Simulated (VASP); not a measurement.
SnO2:

```xyz
3
Lattice="1.6171 0.9336 4.8006 -1.6171 0.9336 4.8006 0.0000 -1.8673 4.8006" Properties=species:S:1:pos:R:3 pbc="T T T"
Sn    0.0000    0.0000    7.2009
O     0.0000    0.0000    3.4157
O     0.0000    0.0000   10.9861
```

* Program: VASP 6.6.1
* Task: relaxation of cell and atoms
* Functional: LDA
* Potentials or basis: VASP PAW LDA potentials, release 64 (Sn_d, O)
* Cutoff: 600 eV
* k mesh: 6 × 6 × 6
* Occupations: gaussian, width 0.1 eV
* Spin: no spin polarisation

At the start: pressure -8.6 GPa; volume 14.50 Å³/atom.

Q: Where does the relaxation end?

A: Over 20 steps the energy falls by 46.4 meV/atom and the volume is 11.97 Å³/atom (-17.4 %); space group R-3m (No. 166, to 0.1 Å) before and after.

The path:
```tsv
step	energy change (eV)	largest force (eV/Å)	pressure (GPa)	volume (Å³)
1	0.0000	0.6191	-8.61	43.49
2	0.0755	1.2570	15.15	38.76
3	-0.0668	0.0550	-0.47	41.45
4	-0.0669	0.0699	-0.26	41.41
5	-0.0718	0.1154	-0.35	41.21
6	-0.0831	0.2494	-0.47	40.57
7	-0.0903	0.5067	-0.64	39.25
8	-0.0926	0.4973	-0.72	39.13
9	-0.0994	0.4712	-0.85	38.77
10	-0.1113	0.4168	-1.04	38.05
11	-0.1266	0.2953	-0.99	36.59
12	-0.0968	0.0712	2.85	33.59
13	-0.1249	0.3290	-0.16	35.98
14	-0.1240	0.2487	0.46	35.32
15	-0.1249	0.2901	0.09	35.63
16	-0.1314	0.1772	-0.26	35.78
17	-0.1377	0.1436	-1.49	36.16
18	-0.1380	0.0879	-1.31	36.10
19	-0.1384	0.0002	1.35	35.77
20	-0.1393	0.0404	0.14	35.92
```

Final structure:
```
Sn O
1.0
     1.61027    0.92969    3.99860
    -1.61027    0.92969    3.99860
     0.00000   -1.85938    3.99860
Sn O
1 2
Cartesian
  0.0000 0.0000 5.9979
  0.0000 0.0000 2.9570
  0.0000 0.0000 9.0388
```

Caveat: the volume moved by over 15 % at a fixed basis, so the end points are rough; the relaxation stopped at a loose force limit of 0.05 eV/Å, so its end isn't a converged minimum.
